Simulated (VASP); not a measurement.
# Pt5Se9 (a cell with a defect) in VASP: single point with PBE

Aim: the single point of Pt5Se9 (a cell with a defect) with PBE.

All numbers are computed with VASP 6.6.1; they aren't measurements. Logs are shortened: lines on timing, memory, paths and dates and some standing lists are left out, and cuts for length are marked.

## Step 1: The cell of the first run

The cell holds a defect, 28 atoms: a = 9.192 Å, b = 9.192 Å, c = 9.192 Å, α = 75.50°, β = 75.50°, γ = 75.50°.

## Step 2: Single point, PBE (with an interstitial atom, then relaxed in part)

Contents of INCAR:

```
PREC = Accurate
ENCUT = 520
EDIFF = 1E-6
ISMEAR = 0
SIGMA = 0.01
LREAL = Auto
LASPH = T
NELM = 80
ALGO = Normal
ISIF = 2
LWAVE = F
LCHARG = F
GGA = PE
NBANDS = 124
NELECT = 206.0
```

Contents of KPOINTS:

```
Automatic mesh
0
Gamma
  2 2 2
  0.5 0.5 0.5
```

Contents of POSCAR:

```
Pt5Se9
1.0
   -5.6273392766     -3.2489458462      6.5013337589
    5.6273392766     -3.2489458462      6.5013337589
    0.0000000000      6.4978916924      6.5013337589
Pt Se
10 18
Direct
    0.6696979841      0.3354136769      0.0001991815
    0.6697757004      0.0018375525      0.3337201015
    0.3370467159      0.6656651202     -0.0041201603
    1.0105667584      1.0080065697      0.0063267178
    0.3382017159      0.3296746684      0.3280053878
    0.6717713379      0.6636199260      0.6619272081
    0.3370115542     -0.0024407522      0.6640082012
    1.0051413708      0.6631521145      0.3251672643
    1.0049877399      0.3268485616      0.6615250046
    0.0397530060      0.2036232739      0.2017163070
    0.7154200513      0.7118034152      0.3728083813
    0.7153723942      0.3744830805      0.7100505527
    0.3824651270      0.0408912306      0.3744972440
    0.0528345656      0.3660846845      0.3644789730
    0.3826343195      0.7088647420      0.7072195717
    0.7199670616      0.0463837079      0.0447724680
    0.3823427448      0.3762481508      0.0391660934
    0.0481600999      0.0396318472      0.7184653476
    0.0482751076      0.7200551771      0.0379329493
    0.6251154098      0.2900368829      0.2884737528
    0.6250532120      0.9525078403      0.6216832358
    0.2930703670      0.6186341989      0.2848418350
    0.9558630602      0.9586744764      0.2995454870
    0.2928517876      0.2865441042      0.6170900134
    0.6250124826      0.6233509297      0.9508590450
    0.3008157742      0.9537743471      0.9521192147
    0.9619521687      0.6150966733      0.6135673052
    0.9557530128      0.3011264284      0.9568184978
```

Potentials or basis: VASP PAW PBE potentials, release 64 (Pt, Se).

On the command line:

```console
$ cat potpaw_PBE.64/Pt/POTCAR potpaw_PBE.64/Se/POTCAR > POTCAR
$ mpirun -np 1 vasp_std > vasp.out
```

OUTCAR:

```text
PREC = Accurate
   ENCUT = 520
   EDIFF = 1E-6
   ISMEAR = 0
   LREAL = Auto
   LASPH = T
   NELM = 80
   ISIF = 2
   GGA = PE
   NELECT = 206.0

 ion  position               nearest neighbor table
   1  0.670  0.335  0.000-  28 2.51  25 2.52  17 2.52  20 2.52  16 2.52  12 2.54
   2  0.670  0.002  0.334-  23 2.51  21 2.52  13 2.52  20 2.52  16 2.52  11 2.54
   3  0.337  0.666  0.996-  25 2.52  19 2.52  15 2.52  26 2.53  22 2.53  17 2.53
   4  0.011  0.008  0.006-  26 2.53  18 2.53  19 2.53  16 2.55  28 2.56  23 2.56  10 2.94
   5  0.338  0.330  0.328-  14 2.51  20 2.51  13 2.52  17 2.52  22 2.53  24 2.53
   6  0.672  0.664  0.662-  11 2.53  12 2.53  15 2.53  21 2.53  25 2.53  27 2.53
   7  0.337  0.998  0.664-  21 2.52  18 2.52  15 2.52  26 2.53  24 2.53  13 2.53
   8  0.005  0.663  0.325-  19 2.51  22 2.52  27 2.52  11 2.53  23 2.60  14 2.60
   9  0.005  0.327  0.662-  18 2.51  27 2.52  24 2.52  12 2.53  28 2.60  14 2.60
  10  0.040  0.204  0.202-  14 2.40  28 2.45  23 2.45   4 2.94
  11  0.715  0.712  0.373-   6 2.53   8 2.53   2 2.54
  12  0.715  0.374  0.710-   6 2.53   9 2.53   1 2.54
  13  0.382  0.041  0.374-   2 2.52   5 2.52   7 2.53
  14  0.053  0.366  0.364-  10 2.40   5 2.51   9 2.60   8 2.60
  15  0.383  0.709  0.707-   3 2.52   7 2.52   6 2.53
  16  0.720  0.046  0.045-   2 2.52   1 2.52   4 2.55
  17  0.382  0.376  0.039-   1 2.52   5 2.52   3 2.53
  18  0.048  0.040  0.718-   9 2.51   7 2.52   4 2.53
  19  0.048  0.720  0.038-   8 2.51   3 2.52   4 2.53
  20  0.625  0.290  0.288-   5 2.51   2 2.52   1 2.52
  21  0.625  0.953  0.622-   2 2.52   7 2.52   6 2.53
  22  0.293  0.619  0.285-   8 2.52   3 2.53   5 2.53
  23  0.956  0.959  0.300-  10 2.45   2 2.51   4 2.56   8 2.60
  24  0.293  0.287  0.617-   9 2.52   7 2.53   5 2.53
  25  0.625  0.623  0.951-   1 2.52   3 2.52   6 2.53
  26  0.301  0.954  0.952-   3 2.53   7 2.53   4 2.53
  27  0.962  0.615  0.614-   9 2.52   8 2.52   6 2.53
  28  0.956  0.301  0.957-  10 2.45   1 2.51   4 2.56   9 2.60

  LATTYP: Found a trigonal (rhomboedric) cell.
 ALAT       =     9.1918407890
 COS(alpha) =     0.2503971852

  Lattice vectors:

 A1 = (  -5.6273392766,  -3.2489458462,   6.5013337589)
 A2 = (   5.6273392766,  -3.2489458462,   6.5013337589)
 A3 = (   0.0000000000,   6.4978916924,   6.5013337589)

Analysis of symmetry for initial positions (statically):
=====================================================================
 Subroutine PRICEL returns:
 Original cell was already a primitive cell.

 Routine SETGRP: Setting up the symmetry group for a
 trigonal (rhombohedral) supercell.

 Subroutine GETGRP returns: Found  1 space group operations
 (whereof  1 operations were pure point group operations)
 out of a pool of 12 trial point group operations.

The static configuration has the point symmetry C_1 .

Analysis of symmetry for dynamics (positions and initial velocities):
=====================================================================
 Subroutine PRICEL returns:
 Original cell was already a primitive cell.

 Routine SETGRP: Setting up the symmetry group for a
 trigonal (rhombohedral) supercell.

 Subroutine GETGRP returns: Found  1 space group operations
 (whereof  1 operations were pure point group operations)
 out of a pool of 12 trial point group operations.

The dynamic configuration has the point symmetry C_1 .

 Subroutine INISYM returns: Found  1 space group operations
 (whereof  1 operations are pure point group operations),
 and found     1 'primitive' translations

----------------------------------------------------------------------------------------

                                     Primitive cell

  volume of cell :     713.1802

  direct lattice vectors                    reciprocal lattice vectors
    -5.627339277 -3.248945846  6.501333759    -0.088851938 -0.051298690  0.051271531
     5.627339277 -3.248945846  6.501333759     0.088851938 -0.051298690  0.051271531
     0.000000000  6.497891692  6.501333759     0.000000000  0.102597381  0.051271531

  length of vectors
     9.191840789  9.191840789  9.191840789     0.114695215  0.114695215  0.114695215

  position of ions in fractional coordinates (direct lattice)
     0.669697984  0.335413677  0.000199182
     0.669775700  0.001837552  0.333720101
     0.337046716  0.665665120  0.995879840
     0.010566758  0.008006570  0.006326718
     0.338201716  0.329674668  0.328005388
     0.671771338  0.663619926  0.661927208
[... 20 lines left out ...]
     0.961952169  0.615096673  0.613567305
     0.955753013  0.301126428  0.956818498

  ion indices of the primitive-cell ions
   primitive index   ion index
                 1           1
                 2           2
                 3           3
                 4           4
                 5           5
                 6           6
[... 20 lines left out ...]
                27          27
                28          28

----------------------------------------------------------------------------------------

 KPOINTS: Automatic mesh

Automatic generation of k-mesh.
 Grid dimensions read from file:
 generate k-points for:    2    2    2

 Generating k-lattice:

  Cartesian coordinates                     Fractional coordinates (reciprocal lattice)
    -0.044425969 -0.025649345  0.025635765     0.500000000  0.000000000 -0.000000000
     0.044425969 -0.025649345  0.025635765     0.000000000  0.500000000 -0.000000000
     0.000000000  0.051298690  0.025635765    -0.000000000 -0.000000000  0.500000000

  Length of vectors
     0.057347608  0.057347608  0.057347608

  Shift w.r.t. Gamma in fractional coordinates (k-lattice)
     0.500000000  0.500000000  0.500000000

 Subroutine IBZKPT returns following result:
 ===========================================

 Found      4 irreducible k-points:

 Following reciprocal coordinates:
            Coordinates               Weight
  0.250000  0.250000  0.250000      2.000000
 -0.250000  0.250000  0.250000      2.000000
  0.250000 -0.250000  0.250000      2.000000
  0.250000  0.250000 -0.250000      2.000000
   k-points           NKPTS =      4   k-points in BZ     NKDIM =      4   number of bands    NBANDS=    124
   number of dos      NEDOS =    301   number of ions     NIONS =     28
   total plane-waves  NPLWV = 343000
   dimension x,y,z NGX =    70 NGY =   70 NGZ =   70
   dimension x,y,z NGXF=   140 NGYF=  140 NGZF=  140
   ions per type =              10  18
   NGX,Y,Z   is equivalent  to a cutoff of  12.66, 12.66, 12.66 a.u.
   NGXF,Y,Z  is equivalent  to a cutoff of  25.32, 25.32, 25.32 a.u.
 SYSTEM =  unknown system
   PREC   = accura    normal or accurate (medium, high low for compatibility)
   ISTART =      0    job   : 0-new  1-cont  2-samecut
   ICHARG =      2    charge: 1-file 2-atom 10-const
   ISPIN  =      1    spin polarized calculation?
   LNONCOLLINEAR =      F non collinear calculations
   LSORBIT =      F    spin-orbit coupling
   LASPH  =      T    aspherical Exc in radial PAW
   ENCUT  =  520.0 eV  38.22 Ry    6.18 a.u.  17.09 17.09 17.09*2*pi/ulx,y,z
   NELM   =     80;   NELMIN=  2; NELMDL= -5     # of ELM steps
   EDIFF  = 0.1E-05   stopping-criterion for ELM
   LREAL  =      T    real-space projection
   EDIFFG = 0.1E-04   stopping-criterion for IOM
   NSW    =      0    number of steps for IOM
   IBRION =     -1    ionic relax: 0-MD 1-quasi-New 2-CG
   NFREE  =      0    steps in history (QN), initial steepest desc. (CG)
   ISIF   =      2    stress and relaxation
   ISYM   =      2    0-nonsym 1-usesym 2-fastsym
   POTIM  = 0.5000    time-step for ionic-motion
   TEBEG  =    0.0;   TEEND  =   0.0 temperature during run
   PSTRESS=    0.0 pullay stress
   NELECT =     206.0000    total number of electrons
   NUPDOWN=      -1.0000    fix difference up-down
   EMIN   =  10.00;   EMAX   =-10.00  energy-range for DOS
   EFERMI =   0.00;   METHOD = LEGACY
   ISMEAR =     0;   SIGMA  =   0.01  broadening in eV -4-tet -1-fermi 0-gaus
   EFERMI_NEDOS =   21; number of points for ismear=-14 and -15
   IALGO  =     38    algorithm
   IMIX   =      4    mixing-type and parameters
     AMIX     =   0.40;   BMIX     =  1.00
     AMIX_MAG =   1.60;   BMIX_MAG =  1.00
  volume/ion in A,a.u.               =      25.47       171.88
  Fermi-wavevector in a.u.,A,eV,Ry     =   1.082175  2.045014 15.933818  1.171103
  Thomas-Fermi vector in A             =   2.218210
   LORBIT       =      0    0 simple, 1 ext, 2 COOP (PROOUT), +10 PAW based schemes
   GGA     = PE    functional components
   LHFCALC =     F    Hartree Fock is set to
   AEXX    =    0.0000 exact exchange contribution
   IVDW    =     0    specifies the selected vdW correction
   LEPSILON=     F    determine dielectric tensor
   LRPA    =     F    only Hartree local field effects (RPA)
 non-spin polarized calculation
 Gauss-broadening in eV      SIGMA  =   0.01
  energy-cutoff  :      520.00
  volume of cell :      713.18
 maximum number of plane-waves:     19212
 NGX is ok and might be reduce to    70
   NGX = 35   NGY = 35   NGZ = 35

 number of electron     206.0000003 magnetization

 Free energy of the ion-electron system (eV)
  ---------------------------------------------------
  ext. energy  EPLUGINS =         0.00000000
  ---------------------------------------------------
  free energy    TOTEN  =      -140.73126091 eV

  energy without entropy =     -140.72693453  energy(sigma->0) =     -140.72909772

 E-fermi :   3.2658     XC(G=0):  -9.1520

 val. band max:        3.2639730590   @ k =  -0.2500   0.2500   0.2500
 cond. band min:       3.3806088709   @ k =  -0.2500   0.2500   0.2500
 fundamental gap:      0.1166358119
 Fermi energy:         3.2657579794

 k-point     1 :       0.2500    0.2500    0.2500
  band No.  band energies     occupation
      1     -11.0175      2.00000
      2     -10.4076      2.00000
      3     -10.3469      2.00000
      4     -10.1490      2.00000
      5      -9.9392      2.00000
      6      -9.8746      2.00000
[... 107 lines left out ...]
    114       5.0290      0.00000
    115       5.5158      0.00000

 k-point     2 :      -0.2500    0.2500    0.2500
  band No.  band energies     occupation
      1     -10.8703      2.00000
      2     -10.6354      2.00000
      3     -10.3821      2.00000
      4     -10.2995      2.00000
      5      -9.8138      2.00000
      6      -9.8099      2.00000
[... 107 lines left out ...]
    114       5.1152      0.00000
    115       5.2287      0.00000

 k-point     3 :       0.2500   -0.2500    0.2500
  band No.  band energies     occupation
      1     -10.8564      2.00000
      2     -10.6862      2.00000
      3     -10.3522      2.00000
      4     -10.2194      2.00000
      5      -9.9993      2.00000
      6      -9.7992      2.00000
[... 107 lines left out ...]
    114       5.1163      0.00000
    115       5.1883      0.00000

 k-point     4 :       0.2500    0.2500   -0.2500
  band No.  band energies     occupation
      1     -10.8559      2.00000
      2     -10.6875      2.00000
      3     -10.3507      2.00000
      4     -10.2193      2.00000
      5     -10.0007      2.00000
      6      -9.7985      2.00000
[... 107 lines left out ...]
    114       5.1173      0.00000
    115       5.1882      0.00000
 [bands above 115 left out]

------------------------ aborting loop because EDIFF is reached ----------------------------------------

  FORCE on cell =-STRESS in cart. coord.  units (eV):
  Direction    XX          YY          ZZ          XY          YZ          ZX
  --------------------------------------------------------------------------------------
  -------------------------------------------------------------------------------------
  Total      -15.3122860    -15.5808558    -23.1933608      0.2182607     -0.6818880     -1.1617106
  in kB      -34.3994366    -35.0027854    -52.1044700      0.4903282     -1.5318786     -2.6098121
  external PRESSURE =     -40.5022306 kB  Pullay stress =       0.0000000 kB

 VOLUME and BASIS-vectors are now :
 -----------------------------------------------------------------------------
  energy-cutoff  :      520.00
  volume of cell :      713.18
      direct lattice vectors                 reciprocal lattice vectors
    -5.627339277 -3.248945846  6.501333759    -0.088851938 -0.051298690  0.051271531
     5.627339277 -3.248945846  6.501333759     0.088851938 -0.051298690  0.051271531
     0.000000000  6.497891692  6.501333759     0.000000000  0.102597381  0.051271531

 POSITION                                       TOTAL-FORCE (eV/Angst)
 -----------------------------------------------------------------------------------
     -1.88113     -3.26426      6.53586        -0.001825     -0.000418     -0.003638
     -3.75871     -0.01356      6.53601         0.001444      0.001410      0.002529
      1.84925      3.21336     12.99351        -0.002206     -0.004415     -0.003616
     -0.01441     -0.01923      0.16188        -0.002966      0.007813     -0.016345
     -0.04798     -0.03855      6.47456         0.006036      0.000704      0.005925
     -0.04587     -0.03748     12.98523        -0.001596      0.003230      0.003151
[... 20 lines left out ...]
     -1.95187     -1.13685     14.24193         0.010774     -0.000011     -0.005411
     -3.68381      2.13377     14.39199         0.009463      0.012062      0.002829
 -----------------------------------------------------------------------------------
    total drift:                               -0.016005     -0.012572     -0.011818

  FREE ENERGIE OF THE ION-ELECTRON SYSTEM (eV)
  ---------------------------------------------------
  free  energy   TOTEN  =      -140.7312609118 eV

  energy  without entropy=     -140.7269345281  energy(sigma->0) =     -140.72909772
```

It took 21 min on 1 thread of Intel Xeon 8259CL, shared host; peak memory 0.79 GiB.

Results:

```yaml
Free_energy: -140.7313 eV
Largest_force: 0.019 eV/Å
```

Forces in eV/Å, atoms in the order of the input:
```
Pt  -0.002  0.000 -0.004
Pt   0.001  0.001  0.003
Pt  -0.002 -0.004 -0.004
Pt  -0.003  0.008 -0.016
Pt   0.006  0.001  0.006
Pt  -0.002  0.003  0.003
Pt  -0.009  0.005 -0.007
Pt   0.001 -0.006 -0.004
Pt  -0.006  0.003 -0.007
Pt  -0.015 -0.007  0.011
Se  -0.005  0.003  0.006
Se   0.007  0.012  0.011
Se  -0.001  0.004  0.009
Se   0.011 -0.003  0.001
Se   0.001 -0.007  0.011
Se  -0.004 -0.004  0.004
Se  -0.010  0.002  0.010
Se  -0.003  0.001  0.013
Se   0.006  0.000  0.016
Se  -0.001 -0.011 -0.011
Se   0.000 -0.007 -0.013
Se   0.003  0.004 -0.011
Se   0.006  0.007 -0.005
Se  -0.004 -0.010 -0.013
Se  -0.001 -0.003 -0.005
Se   0.002 -0.003 -0.003
Se   0.011  0.000 -0.005
Se   0.009  0.012  0.003
```

Caveat: the k points lie up to 0.36 Å⁻¹ apart; the cell carries a net charge on a neutralising background, which shifts energy and pressure; the cell differs from its parent crystal (with an interstitial atom, then relaxed in part); the cell is charged against a uniform background, so pressure and absolute levels hang on convention; spin-orbit coupling is left out, which moves the levels of the heavy elements.
